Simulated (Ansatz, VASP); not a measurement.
**Na: VASP beside Ansatz**

```
Na
1.0
     2.56279    0.00000    0.00000
     0.00000    2.56279    0.00000
     0.00000    0.00000    2.56279
Na
1
Cartesian
  0.0000 0.0000 0.0000
```

Change from the starting cell: volume scaled by 0.43, PAW files.

Alike in both runs: task single point; functional PBEsol; k mesh 12 × 12 × 12; occupations fermi-dirac, width 0.08 eV; no spin polarisation.

|  | VASP | Ansatz |
| --- | --- | --- |
| version | VASP 6.6.1 | Ansatz 0.2.0 |
| potentials or method | VASP PAW PBE potentials, release 64 (Na_pv) | PAW with Ansatz's default frozen-core files, scalar-relativistic |
| plane-wave cutoff (eV) | 520 | 420 |
| valence electrons in the cell | 7 | 9 |

```tsv
	VASP	Ansatz	Ansatz less VASP
pressure (GPa)	25.1	25.2	+0.12
```

VASP's potentials were made for PBE, not for PBEsol. VASP's potentials hold 7 valence electrons a cell and Ansatz's 9, so a difference there can come from the potentials and not from the codes.
